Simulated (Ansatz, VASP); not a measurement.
**Sb in VASP and in Ansatz**

File INCAR:

```
PREC = Accurate
ENCUT = 520
EDIFF = 1E-6
ISMEAR = 0
SIGMA = 0.15
LREAL = False
LASPH = True
NELM = 80
ALGO = Normal
ISIF = 2
LWAVE = False
LCHARG = False
GGA = PS
NBANDS = 12
```

Contents of KPOINTS:

```
Automatic mesh
0
Gamma
  12 12 12
```

File POSCAR:

```
Sb
1.0
    2.0860823220      1.2044001902      3.8001600000
   -2.0860823220      1.2044001902      3.8001600000
    0.0000000000     -2.4088003803      3.8001600000
Sb
2
Direct
    0.2336400000      0.2336400000      0.2336400000
    0.7663600000      0.7663600000      0.7663600000
```

Input for Ansatz:

```yaml
crystal:
  lattice:
    - [2.086082322, 1.2044001902, 3.80016]
    - [-2.086082322, 1.2044001902, 3.80016]
    - [0.0, -2.4088003803, 3.80016]
  atoms:
    - { symbol: Sb, position: [0.23364, 0.23364, 0.23364] }
    - { symbol: Sb, position: [0.76636, 0.76636, 0.76636] }
basis:
  ecutwfc: 420
kpoints:
  mp_grid: { grid: [12, 12, 12] }
hamiltonian:
  xc: pbesol
scf:
  occupations: { method: gaussian, width: 0.15 }
output:
  forces: true
  stress: true
  eigenvalues: true
```

Change from the starting cell: strain -0.030 along x and y, +0.015 along z, atoms carried along.

Alike in both runs: task single point; functional PBEsol; k mesh 12 × 12 × 12; occupations gaussian, width 0.15 eV; no spin polarisation.

|  | VASP | Ansatz |
| --- | --- | --- |
| version | VASP 6.6.1 | Ansatz 0.2.0 |
| potentials or method | VASP PAW PBE potentials, release 64 (Sb), cutoff 520 eV | scalar-relativistic, plane waves, PAW |
| valence electrons in the cell | 10 | 30 |

|  | VASP | Ansatz | Ansatz less VASP |
| --- | --- | --- | --- |
| gap on the k mesh at the Fermi level (eV) | none | none | - |
| pressure (GPa) | 4.0 | 3.7 | -0.29 |
| traceless stress, the component that is largest in VASP (GPa) | -1.60 | -1.55 | +0.050 |
| rms of the force components (eV/Å) | 0.287 | 0.242 | -0.0451 |

VASP's potentials were made for PBE, not for PBEsol. Atom by atom the forces differ by 0.045 eV/Å (rms over components). A gap of «none» marks a metal or a gap that the smearing closes. VASP's potentials hold 10 valence electrons a cell and Ansatz's 30, so a difference there can come from the potentials and not from the codes.

Spin-orbit coupling is off throughout.
